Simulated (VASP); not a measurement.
# Br (C2/m) in VASP: single point with PBE

Aim: the single point of Br with PBE.

All numbers are computed with VASP 6.6.1; they aren't measurements. Logs are shortened: lines on timing, memory, paths and dates and some standing lists are left out, and cuts for length are marked.

## Step 1: The cell of the first run

It takes space group C2/m (No. 12, monoclinic). Conventional cell: a = 9.198 Å, b = 5.749 Å, c = 6.142 Å, α = 90.00°, β = 123.71°, γ = 90.00°. Within 3.4 Å of Br (site symmetry 2/m) lie 2 Br at 2.56 Å. Br (site symmetry m) has 3 Br at 2.56 to 2.88 Å within 3.4 Å.

## Step 2: Single point, PBE

Input file INCAR:

```
PREC = Accurate
ENCUT = 520
EDIFF = 1E-6
ISMEAR = 0
SIGMA = 0.02
LREAL = F
LASPH = T
NELM = 60
ALGO = Normal
ISIF = 2
LWAVE = F
LCHARG = T
GGA = PE
LELF = T
LVHAR = T
NBANDS = 30
```

Input file KPOINTS:

```
regular mesh
0
Gamma
  6 6 4
```

Input file POSCAR:

```
Br
1.0
    6.0540275233      0.0000000000     -1.0365619489
    0.0000000000      5.7488982796      0.0000000000
   -3.7405478642      0.0000000000      8.4032512185
Br
6
Direct
    0.0000000000      0.0000000000      0.0000000000
    0.0000000000      0.5000000000      0.5000000000
    0.5127435583      0.5000000000      0.2562948674
    0.4872564417      1.0000000000      0.2437051326
    0.4872564417      0.5000000000      0.7437051326
    0.5127435583      0.0000000000      0.7562948674
```

Potentials or basis: VASP PAW PBE potentials, release 64 (Br).

Command:

```bash
> cat potpaw_PBE.64/Br/POTCAR > POTCAR
> mpirun -np 1 vasp_std > vasp.out
```

OUTCAR:

```text
PREC = Accurate
   ENCUT = 520
   EDIFF = 1E-6
   ISMEAR = 0
   LREAL = F
   LASPH = T
   NELM = 60
   ISIF = 2
   GGA = PE

 ion  position               nearest neighbor table
   1  0.000  0.000  0.000-   4 2.56   6 2.56
   2  0.000  0.500  0.500-   3 2.56   5 2.56
   3  0.513  0.500  0.256-   2 2.56
   4  0.487  0.000  0.244-   1 2.56
   5  0.487  0.500  0.744-   2 2.56
   6  0.513  0.000  0.756-   1 2.56

  LATTYP: Found a simple monoclinic cell.
 ALAT       =     6.1421258475
 B/A-ratio  =     0.9359785882
 C/A-ratio  =     1.2571247131
 COS(beta)  =    -0.1343113521

  Lattice vectors:

 A1 = (   6.0540275233,   0.0000000000,  -1.0365619489)
 A2 = (   0.0000000000,  -5.7488982796,   0.0000000000)
 A3 = (  -2.3134796591,   0.0000000000,  -7.3666892696)

Analysis of symmetry for initial positions (statically):
=====================================================================
 Subroutine PRICEL returns following result:

  LATTYP: Found a base centered monoclinic cell.
 ALAT       =     9.1981698922
 B/A-ratio  =     0.6250045767
 C/A-ratio  =     0.6677552078
 COS(beta)  =    -0.5550073318

  Lattice vectors:

 A1 = (   1.8702739321,   2.8744491398,  -4.2016256093)
 A2 = (   1.8702739321,  -2.8744491398,  -4.2016256092)
 A3 = (  -6.0540275233,   0.0000000000,   1.0365619489)

   2 primitive cells build up your supercell.

 Routine SETGRP: Setting up the symmetry group for a
 simple monoclinic supercell.

 Subroutine GETGRP returns: Found  4 space group operations
 (whereof  4 operations were pure point group operations)
 out of a pool of  4 trial point group operations.

The static configuration has the point symmetry C_2h.

Analysis of symmetry for dynamics (positions and initial velocities):
=====================================================================
 Subroutine PRICEL returns following result:

  LATTYP: Found a base centered monoclinic cell.
 ALAT       =     9.1981698922
 B/A-ratio  =     0.6250045767
 C/A-ratio  =     0.6677552078
 COS(beta)  =    -0.5550073318

  Lattice vectors:

 A1 = (   1.8702739321,   2.8744491398,  -4.2016256093)
 A2 = (   1.8702739321,  -2.8744491398,  -4.2016256092)
 A3 = (  -6.0540275233,   0.0000000000,   1.0365619489)

   2 primitive cells build up your supercell.

 Routine SETGRP: Setting up the symmetry group for a
 simple monoclinic supercell.

 Subroutine GETGRP returns: Found  4 space group operations
 (whereof  4 operations were pure point group operations)
 out of a pool of  4 trial point group operations.

The dynamic configuration has the point symmetry C_2h.

 Subroutine INISYM returns: Found  4 space group operations
 (whereof  4 operations are pure point group operations),
 and found     2 'primitive' translations

----------------------------------------------------------------------------------------

                                     Primitive cell

  volume of cell :     135.0882

  direct lattice vectors                    reciprocal lattice vectors
     1.870273932  2.874449140 -4.201625609    -0.022056291  0.173946372 -0.128819499
     1.870273932 -2.874449140 -4.201625609    -0.022056291 -0.173946372 -0.128819499
    -6.054027523  0.000000000  1.036561949    -0.178807018 -0.000000000 -0.079592552

  length of vectors
     5.423471231  5.423471231  6.142125848     0.217573628  0.217573628  0.195721548

  position of ions in fractional coordinates (direct lattice)
     0.000000000  0.000000000  0.000000000
     0.243705133  0.243705133  0.487256442
     0.756294867  0.756294867  0.512743558

  ion indices of the primitive-cell ions
   primitive index   ion index
                 1           1
                 2           6
                 3           4

----------------------------------------------------------------------------------------

 KPOINTS: regular mesh

Automatic generation of k-mesh.
 Grid dimensions read from file:
 generate k-points for:    6    6    4

 Generating k-lattice:

  Cartesian coordinates                     Fractional coordinates (reciprocal lattice)
     0.029801170  0.000000000  0.013265425     0.166666667  0.000000000 -0.000000000
     0.000000000  0.028991062  0.000000000     0.000000000  0.166666667  0.000000000
     0.005514073  0.000000000  0.032204875     0.000000000  0.000000000  0.250000000

  Length of vectors
     0.032620258  0.028991062  0.032673521

  Shift w.r.t. Gamma in fractional coordinates (k-lattice)
     0.000000000  0.000000000  0.000000000

 Subroutine IBZKPT returns following result:
 ===========================================

 Found     56 irreducible k-points:

 Following reciprocal coordinates:
            Coordinates               Weight
  0.000000  0.000000  0.000000      1.000000
  0.166667  0.000000 -0.000000      2.000000
  0.333333  0.000000 -0.000000      2.000000
  0.500000  0.000000  0.000000      1.000000
  0.000000  0.166667  0.000000      2.000000
  0.166667  0.166667 -0.000000      4.000000
[... 16 lines left out ...]
  0.000000  0.166667  0.250000      4.000000
  0.166667  0.166667  0.250000      4.000000
 [... further k-points ...]
   k-points           NKPTS =     56   k-points in BZ     NKDIM =     56   number of bands    NBANDS=     30
   number of dos      NEDOS =    301   number of ions     NIONS =      6
   total plane-waves  NPLWV = 161280
   dimension x,y,z NGX =    48 NGY =   48 NGZ =   70
   dimension x,y,z NGXF=    96 NGYF=   96 NGZF=  140
   ions per type =               6
   NGX,Y,Z   is equivalent  to a cutoff of  12.99, 13.88, 12.65 a.u.
   NGXF,Y,Z  is equivalent  to a cutoff of  25.98, 27.76, 25.30 a.u.
 SYSTEM =  unknown system
   PREC   = accura    normal or accurate (medium, high low for compatibility)
   ISTART =      0    job   : 0-new  1-cont  2-samecut
   ICHARG =      2    charge: 1-file 2-atom 10-const
   ISPIN  =      1    spin polarized calculation?
   LNONCOLLINEAR =      F non collinear calculations
   LSORBIT =      F    spin-orbit coupling
   LASPH  =      T    aspherical Exc in radial PAW
   ENCUT  =  520.0 eV  38.22 Ry    6.18 a.u.  11.42 10.69 17.10*2*pi/ulx,y,z
   NELM   =     60;   NELMIN=  2; NELMDL= -5     # of ELM steps
   EDIFF  = 0.1E-05   stopping-criterion for ELM
   LREAL  =      F    real-space projection
   EDIFFG = 0.1E-04   stopping-criterion for IOM
   NSW    =      0    number of steps for IOM
   IBRION =     -1    ionic relax: 0-MD 1-quasi-New 2-CG
   NFREE  =      0    steps in history (QN), initial steepest desc. (CG)
   ISIF   =      2    stress and relaxation
   ISYM   =      2    0-nonsym 1-usesym 2-fastsym
   POTIM  = 0.5000    time-step for ionic-motion
   TEBEG  =    0.0;   TEEND  =   0.0 temperature during run
   PSTRESS=    0.0 pullay stress
   NELECT =      42.0000    total number of electrons
   NUPDOWN=      -1.0000    fix difference up-down
   EMIN   =  10.00;   EMAX   =-10.00  energy-range for DOS
   EFERMI =   0.00;   METHOD = LEGACY
   ISMEAR =     0;   SIGMA  =   0.02  broadening in eV -4-tet -1-fermi 0-gaus
   EFERMI_NEDOS =   21; number of points for ismear=-14 and -15
   IALGO  =     38    algorithm
   IMIX   =      4    mixing-type and parameters
     AMIX     =   0.40;   BMIX     =  1.00
     AMIX_MAG =   1.60;   BMIX_MAG =  1.00
  volume/ion in A,a.u.               =      45.03       303.87
  Fermi-wavevector in a.u.,A,eV,Ry     =   0.880256  1.663442 10.542473  0.774850
  Thomas-Fermi vector in A             =   2.000591
   LORBIT       =      0    0 simple, 1 ext, 2 COOP (PROOUT), +10 PAW based schemes
   GGA     = PE    functional components
   LHFCALC =     F    Hartree Fock is set to
   AEXX    =    0.0000 exact exchange contribution
   IVDW    =     0    specifies the selected vdW correction
   LEPSILON=     F    determine dielectric tensor
   LRPA    =     F    only Hartree local field effects (RPA)
 non-spin polarized calculation
 Gauss-broadening in eV      SIGMA  =   0.02
  energy-cutoff  :      520.00
  volume of cell :      270.18
 maximum number of plane-waves:      7296
 NGX is ok and might be reduce to    48
   NGX = 23   NGY = 21   NGZ = 35

 number of electron      42.0000000 magnetization

 Free energy of the ion-electron system (eV)
  ---------------------------------------------------
  ext. energy  EPLUGINS =         0.00000000
  ---------------------------------------------------
  free energy    TOTEN  =        -9.69919319 eV

  energy without entropy =       -9.69919319  energy(sigma->0) =       -9.69919319

 E-fermi :  -1.6193     XC(G=0):  -6.5002

 val. band max:       -1.7423807287   @ k =   0.5000   0.3333   0.0000
 cond. band min:      -0.7773880895   @ k =   0.5000   0.1667   0.0000
 fundamental gap:      0.9649926392
 Fermi energy:        -1.6192606015

 k-point     1 :       0.0000    0.0000    0.0000
  band No.  band energies     occupation
      1     -17.3543      2.00000
      2     -16.6989      2.00000
      3     -16.6574      2.00000
      4     -15.3275      2.00000
      5     -15.0882      2.00000
      6     -14.4275      2.00000
[... 22 lines left out ...]
     29       6.0175      0.00000
     30       6.2166      0.00000

 k-point     2 :       0.1667    0.0000   -0.0000
  band No.  band energies     occupation
      1     -17.2763      2.00000
      2     -17.0303      2.00000
      3     -16.2283      2.00000
      4     -15.7228      2.00000
      5     -14.7777      2.00000
      6     -14.5196      2.00000
[... 22 lines left out ...]
     29       6.0009      0.00000
     30       6.1545      0.00000

 k-point     3 :       0.3333    0.0000   -0.0000
  band No.  band energies     occupation
      1     -17.2527      2.00000
      2     -17.0487      2.00000
      3     -16.2273      2.00000
      4     -15.7315      2.00000
      5     -14.7836      2.00000
      6     -14.5155      2.00000
[... 682 lines left out ...]
     29       6.1963      0.00000
     30       6.4636      0.00000

 k-point    24 :       0.1667    0.1667    0.2500
  band No.  band energies     occupation
      1     -17.1728      2.00000
      2     -17.0798      2.00000
      3     -16.1183      2.00000
      4     -15.8901      2.00000
      5     -14.7539      2.00000
      6     -14.6314      2.00000
[... 22 lines left out ...]
     29       6.2158      0.00000
     30       6.4821      0.00000

 [... further k-points ...]

------------------------ aborting loop because EDIFF is reached ----------------------------------------

  FORCE on cell =-STRESS in cart. coord.  units (eV):
  Direction    XX          YY          ZZ          XY          YZ          ZX
  --------------------------------------------------------------------------------------
  -------------------------------------------------------------------------------------
  Total       -0.0078487      0.0036782      0.0200020      0.0000000      0.0000000      0.0031159
  in kB       -0.0465436      0.0218120      0.1186142      0.0000000      0.0000000      0.0184779
  external PRESSURE =       0.0312942 kB  Pullay stress =       0.0000000 kB

 VOLUME and BASIS-vectors are now :
 -----------------------------------------------------------------------------
  energy-cutoff  :      520.00
  volume of cell :      270.18
      direct lattice vectors                 reciprocal lattice vectors
     6.054027523  0.000000000 -1.036561949     0.178807018  0.000000000  0.079592552
     0.000000000  5.748898280  0.000000000     0.000000000  0.173946372  0.000000000
    -3.740547864  0.000000000  8.403251218     0.022056291  0.000000000  0.128819499

 POSITION                                       TOTAL-FORCE (eV/Angst)
 -----------------------------------------------------------------------------------
      0.00000      0.00000      0.00000        -0.000000      0.000000      0.000000
     -1.87027      2.87445      4.20163        -0.000000      0.000000     -0.000000
      2.14548      2.87445      1.62222        -0.000282      0.000000     -0.000315
      2.03827      0.00000      1.54284         0.000282     -0.000000      0.000315
      0.16800      2.87445      5.74447         0.000282     -0.000000      0.000315
      0.27521      0.00000      5.82385        -0.000282     -0.000000     -0.000315
 -----------------------------------------------------------------------------------
    total drift:                               -0.000000      0.000000      0.000000

  FREE ENERGIE OF THE ION-ELECTRON SYSTEM (eV)
  ---------------------------------------------------
  free  energy   TOTEN  =        -9.6991931946 eV

  energy  without entropy=       -9.6991931946  energy(sigma->0) =       -9.69919319
```

It took 6.6 min on 1 thread of Intel Xeon Platinum 8488C (Sapphire Rapids), shared host; peak memory 0.6 GiB.

What came out:

```yaml
Free_energy: -9.6992 eV
Pressure: 0.0 GPa
Band_gap_on_the_k_mesh: zero (bands 21 and 22 overlap by 2.43 eV)
```
